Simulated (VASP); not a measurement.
# KCl (Pm-3m) in VASP: notebook, part 2 of 2

VASP 6.6.1.

## (3) Single point, PBE

Input file INCAR:

```
SYSTEM = KCl
  PREC = Accurate
  ENCUT = 500
  EDIFF = 1E-6
  ISMEAR = 0
  SIGMA = 0.01
  LREAL = .FALSE.
  LASPH = .TRUE.
  NELM = 120
  ALGO = Normal
  ISIF = 2
  LWAVE = .FALSE.
  LCHARG = .FALSE.
  GGA = PE
  NBANDS = 15
  GGA_COMPAT = .FALSE.
```

Input file KPOINTS:

```
regular mesh
0
G
  6 6 6
  0 0 0
```

Input file POSCAR:

```
KCl
1.0
    3.7708085932      0.0000000000      0.0000000000
    0.0000000000      3.7708085932      0.0000000000
    0.0000000000      0.0000000000      3.7708085932
K Cl
1 1
Direct
    0.0000000000      0.0000000000      0.0000000000
    0.5000000000      0.5000000000      0.5000000000
```

Potentials or basis: VASP PAW PBE potentials, release 64 (K_sv, Cl).

Run with:

```console
$ cat potpaw_PBE.64/K_sv/POTCAR potpaw_PBE.64/Cl/POTCAR > POTCAR
$ mpirun -np 1 vasp_std > vasp.out
```

OUTCAR:

```text
SYSTEM = KCl
   PREC = Accurate
   ENCUT = 500
   EDIFF = 1E-6
   ISMEAR = 0
   LREAL = .FALSE.
   LASPH = .TRUE.
   NELM = 120
   ISIF = 2
   GGA = PE

 ion  position               nearest neighbor table
   1  0.000  0.000  0.000-
   2  0.500  0.500  0.500-

  LATTYP: Found a simple cubic cell.
 ALAT       =     3.7708085932

  Lattice vectors:

 A1 = (   3.7708085932,   0.0000000000,   0.0000000000)
 A2 = (   0.0000000000,   3.7708085932,   0.0000000000)
 A3 = (   0.0000000000,   0.0000000000,   3.7708085932)

Analysis of symmetry for initial positions (statically):
=====================================================================
 Subroutine PRICEL returns:
 Original cell was already a primitive cell.

 Routine SETGRP: Setting up the symmetry group for a
 simple cubic supercell.

 Subroutine GETGRP returns: Found 48 space group operations
 (whereof 48 operations were pure point group operations)
 out of a pool of 48 trial point group operations.

The static configuration has the point symmetry O_h .

Analysis of symmetry for dynamics (positions and initial velocities):
=====================================================================
 Subroutine PRICEL returns:
 Original cell was already a primitive cell.

 Routine SETGRP: Setting up the symmetry group for a
 simple cubic supercell.

 Subroutine GETGRP returns: Found 48 space group operations
 (whereof 48 operations were pure point group operations)
 out of a pool of 48 trial point group operations.

The dynamic configuration has the point symmetry O_h .

 Subroutine INISYM returns: Found 48 space group operations
 (whereof 48 operations are pure point group operations),
 and found     1 'primitive' translations

----------------------------------------------------------------------------------------

                                     Primitive cell

  volume of cell :      53.6171

  direct lattice vectors                    reciprocal lattice vectors
     3.770808593  0.000000000  0.000000000     0.265195110  0.000000000  0.000000000
     0.000000000  3.770808593  0.000000000     0.000000000  0.265195110  0.000000000
     0.000000000  0.000000000  3.770808593     0.000000000  0.000000000  0.265195110

  length of vectors
     3.770808593  3.770808593  3.770808593     0.265195110  0.265195110  0.265195110

  position of ions in fractional coordinates (direct lattice)
     0.000000000  0.000000000  0.000000000
     0.500000000  0.500000000  0.500000000

  ion indices of the primitive-cell ions
   primitive index   ion index
                 1           1
                 2           2

----------------------------------------------------------------------------------------

 KPOINTS: regular mesh

Automatic generation of k-mesh.
 Grid dimensions read from file:
 generate k-points for:    6    6    6

 Generating k-lattice:

  Cartesian coordinates                     Fractional coordinates (reciprocal lattice)
     0.044199185  0.000000000  0.000000000     0.166666667  0.000000000  0.000000000
     0.000000000  0.044199185  0.000000000     0.000000000  0.166666667  0.000000000
     0.000000000  0.000000000  0.044199185     0.000000000  0.000000000  0.166666667

  Length of vectors
     0.044199185  0.044199185  0.044199185

  Shift w.r.t. Gamma in fractional coordinates (k-lattice)
     0.000000000  0.000000000  0.000000000

 Subroutine IBZKPT returns following result:
 ===========================================

 Found     20 irreducible k-points:

 Following reciprocal coordinates:
            Coordinates               Weight
  0.000000  0.000000  0.000000      1.000000
  0.166667  0.000000  0.000000      6.000000
  0.333333  0.000000  0.000000      6.000000
  0.500000  0.000000  0.000000      3.000000
  0.166667  0.166667  0.000000     12.000000
  0.333333  0.166667  0.000000     24.000000
[... 12 lines left out ...]
  0.500000  0.500000  0.333333      6.000000
  0.500000  0.500000  0.500000      1.000000
   k-points           NKPTS =     20   k-points in BZ     NKDIM =     20   number of bands    NBANDS=     15
   number of dos      NEDOS =    301   number of ions     NIONS =      2
   total plane-waves  NPLWV =  21952
   dimension x,y,z NGX =    28 NGY =   28 NGZ =   28
   dimension x,y,z NGXF=    56 NGYF=   56 NGZF=   56
   ions per type =               1   1
   NGX,Y,Z   is equivalent  to a cutoff of  12.34, 12.34, 12.34 a.u.
   NGXF,Y,Z  is equivalent  to a cutoff of  24.69, 24.69, 24.69 a.u.
 SYSTEM =  KCl
   PREC   = accura    normal or accurate (medium, high low for compatibility)
   ISTART =      0    job   : 0-new  1-cont  2-samecut
   ICHARG =      2    charge: 1-file 2-atom 10-const
   ISPIN  =      1    spin polarized calculation?
   LNONCOLLINEAR =      F non collinear calculations
   LSORBIT =      F    spin-orbit coupling
   LASPH  =      T    aspherical Exc in radial PAW
   ENCUT  =  500.0 eV  36.75 Ry    6.06 a.u.   6.88  6.88  6.88*2*pi/ulx,y,z
   NELM   =    120;   NELMIN=  2; NELMDL= -5     # of ELM steps
   EDIFF  = 0.1E-05   stopping-criterion for ELM
   LREAL  =      F    real-space projection
   EDIFFG = 0.1E-04   stopping-criterion for IOM
   NSW    =      0    number of steps for IOM
   IBRION =     -1    ionic relax: 0-MD 1-quasi-New 2-CG
   NFREE  =      0    steps in history (QN), initial steepest desc. (CG)
   ISIF   =      2    stress and relaxation
   ISYM   =      2    0-nonsym 1-usesym 2-fastsym
   POTIM  = 0.5000    time-step for ionic-motion
   TEBEG  =    0.0;   TEEND  =   0.0 temperature during run
   PSTRESS=    0.0 pullay stress
   NELECT =      16.0000    total number of electrons
   NUPDOWN=      -1.0000    fix difference up-down
   EMIN   =  10.00;   EMAX   =-10.00  energy-range for DOS
   EFERMI =   0.00;   METHOD = LEGACY
   ISMEAR =     0;   SIGMA  =   0.01  broadening in eV -4-tet -1-fermi 0-gaus
   EFERMI_NEDOS =   21; number of points for ismear=-14 and -15
   IALGO  =     38    algorithm
   IMIX   =      4    mixing-type and parameters
     AMIX     =   0.40;   BMIX     =  1.00
     AMIX_MAG =   1.60;   BMIX_MAG =  1.00
  volume/ion in A,a.u.               =      26.81       180.91
  Fermi-wavevector in a.u.,A,eV,Ry     =   1.093991  2.067343 16.283669  1.196816
  Thomas-Fermi vector in A             =   2.230287
   LORBIT       =      0    0 simple, 1 ext, 2 COOP (PROOUT), +10 PAW based schemes
   GGA     = PE    functional components
   LHFCALC =     F    Hartree Fock is set to
   AEXX    =    0.0000 exact exchange contribution
   IVDW    =     0    specifies the selected vdW correction
   LEPSILON=     F    determine dielectric tensor
   LRPA    =     F    only Hartree local field effects (RPA)
 non-spin polarized calculation
 Gauss-broadening in eV      SIGMA  =   0.01
  energy-cutoff  :      500.00
  volume of cell :       53.62
 maximum number of plane-waves:      1406
 NGX is ok and might be reduce to    28
   NGX = 13   NGY = 13   NGZ = 13

 number of electron      16.0000004 magnetization

 Free energy of the ion-electron system (eV)
  ---------------------------------------------------
  ext. energy  EPLUGINS =         0.00000000
  ---------------------------------------------------
  free energy    TOTEN  =        -6.64482495 eV

  energy without entropy =       -6.64482495  energy(sigma->0) =       -6.64482495

 E-fermi :  -0.5051     XC(G=0):  -8.3074

 val. band max:       -0.5605665755   @ k =   0.5000   0.5000   0.0000
 cond. band min:       4.4690053757   @ k =   0.0000   0.0000   0.0000
 fundamental gap:      5.0295719512
 Fermi energy:        -0.5051049056

 k-point     1 :       0.0000    0.0000    0.0000
  band No.  band energies     occupation
      1     -28.5320      2.00000
      2     -13.2317      2.00000
      3     -11.9074      2.00000
      4     -11.9074      2.00000
      5     -11.9074      2.00000
      6      -0.7741      2.00000
      7      -0.7741      2.00000
      8      -0.7741      2.00000
      9       4.4690      0.00000
     10       5.9596      0.00000
     11       5.9596      0.00000
     12      10.2252      0.00000
     13      10.2252      0.00000
     14      10.2252      0.00000
[... 329 lines left out ...]
      2     -12.7720      2.00000
      3     -12.1036      2.00000
      4     -12.1036      2.00000
      5     -12.1036      2.00000
      6      -1.9974      2.00000
      7      -1.9974      2.00000
      8      -1.9974      2.00000
      9       8.4202      0.00000
     10       8.4202      0.00000
     11       8.4202      0.00000
     12       9.5621      0.00000
     13       9.5621      0.00000
     14       9.5621      0.00000
     15      11.9334      0.00000

------------------------ aborting loop because EDIFF is reached ----------------------------------------

  FORCE on cell =-STRESS in cart. coord.  units (eV):
  Direction    XX          YY          ZZ          XY          YZ          ZX
  --------------------------------------------------------------------------------------
  -------------------------------------------------------------------------------------
  Total        0.3645684      0.3645684      0.3645684     -0.0000000      0.0000000     -0.0000000
  in kB       10.8939686     10.8939686     10.8939686     -0.0000000      0.0000000     -0.0000000
  external PRESSURE =      10.8939686 kB  Pullay stress =       0.0000000 kB

 VOLUME and BASIS-vectors are now :
 -----------------------------------------------------------------------------
  energy-cutoff  :      500.00
  volume of cell :       53.62
      direct lattice vectors                 reciprocal lattice vectors
     3.770808593  0.000000000  0.000000000     0.265195110  0.000000000  0.000000000
     0.000000000  3.770808593  0.000000000     0.000000000  0.265195110  0.000000000
     0.000000000  0.000000000  3.770808593     0.000000000  0.000000000  0.265195110

 POSITION                                       TOTAL-FORCE (eV/Angst)
 -----------------------------------------------------------------------------------
      0.00000      0.00000      0.00000         0.000000      0.000000      0.000000
      1.88540      1.88540      1.88540         0.000000      0.000000      0.000000
 -----------------------------------------------------------------------------------
    total drift:                               -0.000000      0.000000      0.000000

  FREE ENERGIE OF THE ION-ELECTRON SYSTEM (eV)
  ---------------------------------------------------
  free  energy   TOTEN  =        -6.6448249454 eV

  energy  without entropy=       -6.6448249454  energy(sigma->0) =       -6.64482495
```

stdout:

```text
POSCAR found type information on POSCAR K Cl
 POSCAR found :  2 types and       2 ions
 scaLAPACK will be used
 LDA part: xc-table for (Slater+PW92), standard interpolation
 POSCAR, INCAR and KPOINTS ok, starting setup
 FFT: planning ... GRIDC
 FFT: planning ... GRID_SOFT
 FFT: planning ... GRID
 WAVECAR not read
 entering main loop
```

Run time: 20 s. Hardware: 1 thread of Intel Xeon 8259CL, shared host; peak memory 0.16 GiB.

What came out:

```
Free energy            : -6.6448 eV
Pressure               : 1.1 GPa
Band gap on the k mesh : 5.03 eV (least direct gap 5.24 eV)
```

A k mesh can miss the band edges.
